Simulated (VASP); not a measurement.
# Dy3GaS2 (P-3m1) in VASP: relaxation of cell and atoms with PBE

Aim: the relaxation of cell and atoms of Dy3GaS2 with PBE.

Program: VASP 6.6.1. These are calculated values, not measurements. Logs are shortened: lines on timing, memory, paths and dates and some standing lists are left out, and cuts for length are marked.

## (1) The cell of the first run

The structure is trigonal, space group P-3m1 (No. 164). Conventional cell: a = 4.317 Å, b = 4.317 Å, c = 7.580 Å, α = 90.00°, β = 90.00°, γ = 120.00°. Dy (site symmetry 3m) has 4 S at 2.51 to 2.54 Å and 6 Dy at 2.74 to 3.37 Å within 3.4 Å. Dy (site symmetry -3m) has 6 Dy at 2.74 Å and 6 S at 2.86 Å within 3.6 Å. Within 4.5 Å of Ga (site symmetry -3m) lie 6 S at 3.45 Å and 8 Dy at 3.64 to 3.79 Å and 6 Ga at 4.32 Å. S (site symmetry 3m) has 7 Dy at 2.51 to 2.86 Å within 3.3 Å.

The cell was generated, and may not be a known phase.

## (2) Relaxation of cell and atoms, PBE

Contents of INCAR:

```
SYSTEM = Dy3GaS2
PREC = Accurate ; ENCUT = 500
EDIFF = 1E-7 ; ISMEAR = 0
SIGMA = 0.2 ; LREAL = .False.
LASPH = .True. ; NELM = 200
ALGO = Normal ; ISIF = 3
LWAVE = .False. ; LCHARG = .False.
GGA = PE ; IBRION = 2
NSW = 36 ; EDIFFG = -0.08
GGA_COMPAT = .False. ; NELMIN = 4
LMAXMIX = 6
```

Contents of KPOINTS:

```
regular mesh
0
Gamma
  4 4 2
  0 0 0
```

Contents of POSCAR:

```
Dy3GaS2
1.0
    4.3165720200      0.0000000000      0.0000000000
   -2.1582860100      3.7382610300      0.0000000000
    0.0000000000      0.0000000000      7.5798684800
Dy Ga S
3 1 2
Direct
    0.6666666700      0.3333333300      0.8504758500
    0.3333333300      0.6666666700      0.1495241500
    0.0000000000      0.0000000000      0.0000000000
    0.0000000000      0.0000000000      0.5000000000
    0.6666666700      0.3333333300      0.1857560900
    0.3333333300      0.6666666700      0.8142439100
```

Potentials or basis: VASP PAW PBE potentials, release 64 (Dy_3, Ga_d, S), 4f in core.

Command:

```
cat potpaw_PBE.64/Dy_3/POTCAR potpaw_PBE.64/Ga_d/POTCAR potpaw_PBE.64/S/POTCAR > POTCAR
mpirun -np 1 vasp_std > vasp.out
```

OUTCAR:

```text
SYSTEM = Dy3GaS2
   PREC = Accurate
   ENCUT = 500
   EDIFF = 1E-7
   ISMEAR = 0
   LREAL = .False.
   LASPH = .True.
   NELM = 200
   ISIF = 3
   GGA = PE
   IBRION = 2
   NSW = 36
   EDIFFG = -0.08
   NELMIN = 4

 ion  position               nearest neighbor table
   1  0.667  0.333  0.850-   6 2.51   6 2.51   6 2.51   5 2.54   3 2.74   3 2.74   3 2.74   2 3.37
                             2 3.37   2 3.37
   2  0.333  0.667  0.150-   5 2.51   5 2.51   5 2.51   6 2.54   3 2.74   3 2.74   3 2.74   1 3.37
                             1 3.37   1 3.37
   3  0.000  0.000  0.000-   1 2.74   2 2.74   1 2.74   2 2.74   1 2.74   2 2.74   5 2.86   6 2.86
                             5 2.86   6 2.86   6 2.86   5 2.86
   4  0.000  0.000  0.500-
   5  0.667  0.333  0.186-   2 2.51   2 2.51   2 2.51   1 2.54   3 2.86   3 2.86   3 2.86
   6  0.333  0.667  0.814-   1 2.51   1 2.51   1 2.51   2 2.54   3 2.86   3 2.86   3 2.86

  LATTYP: Found a hexagonal cell.
 ALAT       =     4.3165720200
 C/A-ratio  =     1.7559925897

  Lattice vectors:

 A1 = (   4.3165720200,   0.0000000000,   0.0000000000)
 A2 = (  -2.1582860100,   3.7382610300,   0.0000000000)
 A3 = (   0.0000000000,   0.0000000000,   7.5798684800)

Analysis of symmetry for initial positions (statically):
=====================================================================
 Subroutine PRICEL returns:
 Original cell was already a primitive cell.

 Routine SETGRP: Setting up the symmetry group for a
 hexagonal supercell.

 Subroutine GETGRP returns: Found 12 space group operations
 (whereof 12 operations were pure point group operations)
 out of a pool of 24 trial point group operations.

The static configuration has the point symmetry D_3d.

Analysis of symmetry for dynamics (positions and initial velocities):
=====================================================================
 Subroutine PRICEL returns:
 Original cell was already a primitive cell.

 Routine SETGRP: Setting up the symmetry group for a
 hexagonal supercell.

 Subroutine GETGRP returns: Found 12 space group operations
 (whereof 12 operations were pure point group operations)
 out of a pool of 24 trial point group operations.

The dynamic configuration has the point symmetry D_3d.

 Subroutine INISYM returns: Found 12 space group operations
 (whereof 12 operations are pure point group operations),
 and found     1 'primitive' translations

----------------------------------------------------------------------------------------

                                     Primitive cell

  volume of cell :     122.3123

  direct lattice vectors                    reciprocal lattice vectors
     4.316572020  0.000000000  0.000000000     0.231665311  0.133752030  0.000000000
    -2.158286010  3.738261030  0.000000000     0.000000000  0.267504059  0.000000000
     0.000000000  0.000000000  7.579868480     0.000000000  0.000000000  0.131928410

  length of vectors
     4.316572020  4.316572023  7.579868480     0.267504059  0.267504059  0.131928410

  position of ions in fractional coordinates (direct lattice)
     0.666666670  0.333333330  0.850475850
     0.333333330  0.666666670  0.149524150
     0.000000000  0.000000000  0.000000000
     0.000000000  0.000000000  0.500000000
     0.666666670  0.333333330  0.185756090
     0.333333330  0.666666670  0.814243910

  ion indices of the primitive-cell ions
   primitive index   ion index
                 1           1
                 2           2
                 3           3
                 4           4
                 5           5
                 6           6

----------------------------------------------------------------------------------------

 KPOINTS: regular mesh

Automatic generation of k-mesh.
 Grid dimensions read from file:
 generate k-points for:    4    4    2

 Generating k-lattice:

  Cartesian coordinates                     Fractional coordinates (reciprocal lattice)
     0.057916328  0.033438007  0.000000000     0.250000000  0.000000000  0.000000000
     0.000000000  0.066876015  0.000000000     0.000000000  0.250000000  0.000000000
     0.000000000  0.000000000  0.065964205     0.000000000  0.000000000  0.500000000

  Length of vectors
     0.066876015  0.066876015  0.065964205

  Shift w.r.t. Gamma in fractional coordinates (k-lattice)
     0.000000000  0.000000000  0.000000000

 Subroutine IBZKPT returns following result:
 ===========================================

 Found      8 irreducible k-points:

 Following reciprocal coordinates:
            Coordinates               Weight
  0.000000  0.000000  0.000000      1.000000
  0.250000  0.000000  0.000000      6.000000
  0.500000  0.000000  0.000000      3.000000
  0.250000  0.250000  0.000000      6.000000
  0.000000  0.000000  0.500000      1.000000
  0.250000  0.000000  0.500000      6.000000
  0.500000  0.000000  0.500000      3.000000
  0.250000  0.250000  0.500000      6.000000
   k-points           NKPTS =      8   k-points in BZ     NKDIM =      8   number of bands    NBANDS=     31
   number of dos      NEDOS =    301   number of ions     NIONS =      6
   total plane-waves  NPLWV =  57344
   dimension x,y,z NGX =    32 NGY =   32 NGZ =   56
   dimension x,y,z NGXF=    64 NGYF=   64 NGZF=  112
   ions per type =               3   1   2
   NGX,Y,Z   is equivalent  to a cutoff of  12.32, 12.32, 12.28 a.u.
   NGXF,Y,Z  is equivalent  to a cutoff of  24.65, 24.65, 24.56 a.u.
 SYSTEM =  Dy3GaS2
   PREC   = accura    normal or accurate (medium, high low for compatibility)
   ISTART =      0    job   : 0-new  1-cont  2-samecut
   ICHARG =      2    charge: 1-file 2-atom 10-const
   ISPIN  =      1    spin polarized calculation?
   LNONCOLLINEAR =      F non collinear calculations
   LSORBIT =      F    spin-orbit coupling
   LASPH  =      T    aspherical Exc in radial PAW
   ENCUT  =  500.0 eV  36.75 Ry    6.06 a.u.   7.87  7.87 13.82*2*pi/ulx,y,z
   NELM   =    200;   NELMIN=  4; NELMDL= -5     # of ELM steps
   EDIFF  = 0.1E-06   stopping-criterion for ELM
   LREAL  =      F    real-space projection
   EDIFFG = -.8E-01   stopping-criterion for IOM
   NSW    =     36    number of steps for IOM
   IBRION =      2    ionic relax: 0-MD 1-quasi-New 2-CG
   NFREE  =      1    steps in history (QN), initial steepest desc. (CG)
   ISIF   =      3    stress and relaxation
   ISYM   =      2    0-nonsym 1-usesym 2-fastsym
   POTIM  = 0.5000    time-step for ionic-motion
   TEBEG  =    0.0;   TEEND  =   0.0 temperature during run
   PSTRESS=    0.0 pullay stress
   NELECT =      52.0000    total number of electrons
   NUPDOWN=      -1.0000    fix difference up-down
   EMIN   =  10.00;   EMAX   =-10.00  energy-range for DOS
   EFERMI =   0.00;   METHOD = LEGACY
   ISMEAR =     0;   SIGMA  =   0.20  broadening in eV -4-tet -1-fermi 0-gaus
   EFERMI_NEDOS =   21; number of points for ismear=-14 and -15
   IALGO  =     38    algorithm
   IMIX   =      4    mixing-type and parameters
     AMIX     =   0.40;   BMIX     =  1.00
     AMIX_MAG =   1.60;   BMIX_MAG =  1.00
  volume/ion in A,a.u.               =      20.39       137.57
  Fermi-wavevector in a.u.,A,eV,Ry     =   1.230984  2.326223 20.617212  1.515322
  Thomas-Fermi vector in A             =   2.365812
   LORBIT       =      0    0 simple, 1 ext, 2 COOP (PROOUT), +10 PAW based schemes
   GGA     = PE    functional components
   LHFCALC =     F    Hartree Fock is set to
   AEXX    =    0.0000 exact exchange contribution
   IVDW    =     0    specifies the selected vdW correction
   LEPSILON=     F    determine dielectric tensor
   LRPA    =     F    only Hartree local field effects (RPA)
 conjugate gradient relaxation of ions
 non-spin polarized calculation
 Gauss-broadening in eV      SIGMA  =   0.20
  energy-cutoff  :      500.00
  volume of cell :      122.31
 maximum number of plane-waves:      3124
 NGX is ok and might be reduce to    32
   NGX = 15   NGY = 15   NGZ = 27

--------------------------------------- Ionic step        1  -------------------------------------------

 number of electron      52.0000005 magnetization

 Free energy of the ion-electron system (eV)
  ---------------------------------------------------
  ext. energy  EPLUGINS =         0.00000000
  ---------------------------------------------------
  free energy    TOTEN  =       -23.89918699 eV

  energy without entropy =      -23.74785846  energy(sigma->0) =      -23.82352272

------------------------ aborting loop because EDIFF is reached ----------------------------------------

  FORCE on cell =-STRESS in cart. coord.  units (eV):
  Direction    XX          YY          ZZ          XY          YZ          ZX
  --------------------------------------------------------------------------------------
  -------------------------------------------------------------------------------------
  Total       26.9407401     26.9407402     11.3677058      0.0000000      0.0000000      0.0000000
  in kB      352.8985064    352.8985070    148.9063179      0.0000000      0.0000000      0.0000000
  external PRESSURE =     284.9011104 kB  Pullay stress =       0.0000000 kB
[... 101 lines left out ...]
  FREE ENERGIE OF THE ION-ELECTRON SYSTEM (eV)
  ---------------------------------------------------
  free  energy   TOTEN  =       -27.6122078830 eV

  energy  without entropy=      -27.4729077433  energy(sigma->0) =      -27.54255781

 E-fermi :   4.0480     XC(G=0):  -9.5655

 val. band max:        4.0255162523   @ k =   0.2500   0.2500   0.5000
 cond. band min:       4.0638941046   @ k =   0.5000   0.0000   0.0000
 fundamental gap:      0.0383778524
 Fermi energy:         4.0479963410

 k-point     1 :       0.0000    0.0000    0.0000
  band No.  band energies     occupation
      1     -19.9734      2.00000
      2     -19.9734      2.00000
      3     -19.7619      2.00000
      4     -19.7039      2.00000
      5     -19.6894      2.00000
      6     -19.6894      2.00000
[... 261 lines left out ...]
     30       5.6057      0.00000
     31       5.8422      0.00000

 E-fermi :   4.5684     XC(G=0):  -9.9889

 val. band max:        4.5374453528   @ k =   0.2500   0.0000   0.0000
 cond. band min:       4.6170333956   @ k =   0.0000   0.0000   0.0000
 fundamental gap:      0.0795880427
 Fermi energy:         4.5684461872

 k-point     1 :       0.0000    0.0000    0.0000
  band No.  band energies     occupation
      1     -19.4117      2.00000
      2     -19.4117      2.00000
      3     -19.3312      2.00000
      4     -19.2288      2.00000
      5     -19.2097      2.00000
      6     -19.2097      2.00000
[... 261 lines left out ...]
     30       6.2168      0.00000
     31       6.5859      0.00000

[... ionic steps 4 to 24 ...]

--------------------------------------- Ionic step       25  -------------------------------------------

 number of electron      51.9999975 magnetization

------------------------ aborting loop because EDIFF is reached ----------------------------------------

  FORCE on cell =-STRESS in cart. coord.  units (eV):
  Direction    XX          YY          ZZ          XY          YZ          ZX
  --------------------------------------------------------------------------------------
  -------------------------------------------------------------------------------------
  Total       -0.6307178     -0.6307178      0.7884495     -0.0000000      0.0000000      0.0000000
  in kB       -7.7398666     -7.7398666      9.6754747     -0.0000000      0.0000000      0.0000000
  external PRESSURE =      -1.9347528 kB  Pullay stress =       0.0000000 kB
[... 65 lines left out ...]
  energy  without entropy=      -31.5403179449  energy(sigma->0) =      -31.56262790

--------------------------------------- Ionic step       27  -------------------------------------------

 number of electron      51.9999968 magnetization

 Free energy of the ion-electron system (eV)
  ---------------------------------------------------
  ext. energy  EPLUGINS =         0.00000000
  ---------------------------------------------------
  free energy    TOTEN  =       -31.60335222 eV

  energy without entropy =      -31.55763977  energy(sigma->0) =      -31.58049600

 E-fermi :   5.5696     XC(G=0): -10.7270

 val. band max:        5.5377639528   @ k =   0.2500   0.0000   0.0000
 cond. band min:       5.7111815157   @ k =   0.2500   0.2500   0.0000
 fundamental gap:      0.1734175629
 Fermi energy:         5.5695941088

 k-point     1 :       0.0000    0.0000    0.0000
  band No.  band energies     occupation
      1     -18.2937      2.00000
      2     -18.2937      2.00000
      3     -18.2899      2.00000
      4     -18.2293      2.00000
      5     -18.2248      2.00000
      6     -18.2248      2.00000
[... 294 lines left out ...]
  FREE ENERGIE OF THE ION-ELECTRON SYSTEM (eV)
  ---------------------------------------------------
  free  energy   TOTEN  =       -31.6033522237 eV

  energy  without entropy=      -31.5576397694  energy(sigma->0) =      -31.58049600

 reached required accuracy - stopping structural energy minimisation
```

Wall time 7.8 min (1 thread of AMD EPYC 9R45 (Zen 5), shared host); peak memory 0.23 GiB.

What came out:

```
Free energy                           : -31.6034 eV
Relaxed volume                        : 21.58 Å³/atom
Relaxed cell                          : a = 5.172 Å, b = 5.172 Å, c = 5.589 Å, α = 90.00°, β = 90.00°, γ = 120.00°
Space group after relaxing (to 0.1 Å) : P-3m1 (No. 164)
Energy gained by relaxing             : 1284.0 meV/atom
Ionic steps                           : 27
Pressure after relaxing               : 0.2 GPa
Largest force after relaxing          : 0.008 eV/Å
Band gap on the k mesh                : zero (bands 26 and 27 overlap by 0.42 eV)
```

Forces on the atoms (eV/Å):
```
Dy   0.000  0.000  0.008
Dy   0.000  0.000 -0.008
Dy   0.000  0.000  0.000
Ga   0.000  0.000  0.000
S    0.000  0.000  0.002
S    0.000  0.000 -0.002
```

Step by step:
| step | energy change (eV) | largest force (eV/Å) | pressure (GPa) | volume (Å³) |
| --- | --- | --- | --- | --- |
| 1 | 0.0000 | 4.5625 | 28.49 | 122.31 |
| 2 | -2.7702 | 1.2414 | -7.54 | 197.59 |
| 3 | -3.7130 | 1.4743 | -1.84 | 163.93 |
| 4 | -4.1564 | 1.4939 | -2.01 | 160.07 |
| 5 | -5.2542 | 2.1633 | -0.98 | 147.86 |
| 6 | -3.3419 | 10.7795 | 23.15 | 120.54 |
| 7 | -5.2290 | 3.7118 | 2.80 | 140.28 |
| 8 | -5.0542 | 5.9096 | 8.83 | 131.76 |
| 9 | -5.2130 | 4.9033 | 6.04 | 135.16 |
| 10 | -5.3113 | 4.8243 | 5.96 | 134.84 |
| 11 | -5.5872 | 4.6135 | 5.74 | 133.87 |
| 12 | -6.0646 | 4.2433 | 5.59 | 131.84 |
| 13 | -6.7095 | 3.6572 | 6.52 | 127.48 |
| 14 | -4.2202 | 0.6435 | 24.38 | 117.48 |
| 15 | -6.4339 | 4.3195 | 8.61 | 126.15 |
| 16 | -6.1776 | 3.2345 | 13.25 | 121.97 |
| 17 | -6.4240 | 4.0711 | 10.12 | 124.44 |
| 18 | -7.1880 | 2.0574 | 5.21 | 127.04 |
| 19 | -7.5715 | 0.6226 | 1.46 | 129.95 |
| 20 | -7.5264 | 0.7666 | -2.52 | 135.87 |
| 21 | -7.6395 | 0.3103 | -1.13 | 133.08 |
| 22 | -7.6469 | 0.1047 | -0.53 | 132.19 |
| 23 | -7.6469 | 0.1437 | -0.63 | 132.35 |
| 24 | -7.6638 | 0.1184 | -0.55 | 131.91 |
| 25 | -7.6966 | 0.0529 | -0.19 | 130.56 |
| 26 | -7.6858 | 0.0396 | 0.98 | 127.82 |
| 27 | -7.7042 | 0.0082 | 0.21 | 129.46 |

Final structure:
```
Dy Ga S
1.0
     5.17172    0.00000    0.00000
    -2.58586    4.47884    0.00000
     0.00000    0.00000    5.58917
Dy Ga S
3 1 2
Direct
  0.66667 0.33333 0.64744
  0.33333 0.66667 0.35256
  0.00000 0.00000 0.00000
  0.00000 0.00000 0.50000
  0.66667 0.33333 0.13209
  0.33333 0.66667 0.86791
```

Caveat: the k points lie up to 0.56 Å⁻¹ apart in the final cell; a cell axis changed by over 15 % at a fixed basis, so the end point is rough; spin-orbit coupling is left out, which moves the levels of the heavy elements; the 4f electrons are frozen in the core, so they carry no moment and show no levels; the run has no spin polarisation, though such a crystal can be magnetic. Spin polarisation is off, so any magnetic state and its effect on volume and gap are missing.

The gap in the log of VASP goes by the Fermi energy; the results here count the filled bands.